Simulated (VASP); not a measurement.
Input of a VASP 6.6.1 run:

Contents of INCAR:

```
SYSTEM = Fe
  PREC = Accurate
  ENCUT = 600
  EDIFF = 1E-7
  ISMEAR = 0
  SIGMA = 0.1
  LREAL = .FALSE.
  LASPH = .TRUE.
  NELM = 120
  ALGO = Normal
  ISIF = 3
  LWAVE = .FALSE.
  LCHARG = .FALSE.
  GGA = PS
  IBRION = 2
  NSW = 90
  EDIFFG = -0.04
  GGA_COMPAT = .FALSE.
  NELMIN = 4
```

The input KPOINTS:

```
regular mesh
0
G
  6 6 6
  0 0 0
```

File POSCAR:

```
Fe
1.0
    0.0000000000      2.3755431895      2.3755431895
    2.3755431895      0.0000000000      2.3755431895
    2.3755431895      2.3755431895      0.0000000000
Fe
2
Direct
    0.5000000000      0.5000000000      0.5000000000
    0.7500000000      0.7500000000      0.7500000000
```

Potentials or basis: VASP PAW PBE potentials, release 64 (Fe).

The run is started by

```bash
$ cat potpaw_PBE.64/Fe/POTCAR > POTCAR
$ mpirun -np 1 vasp_std > vasp.out
```

(1) What does it give for the space group after relaxing (to 0.05 Å)?

(2) Estimate the band gap on the k mesh.

Results:

(1) Fd-3m (No. 227).

(2) zero (band 8 reaches 4.18 eV, above the bottom of band 9 at 3.45 eV).

Caveat: the k points lie up to 0.38 Å⁻¹ apart in the final cell; the run has no spin polarisation, though such a crystal can be magnetic.
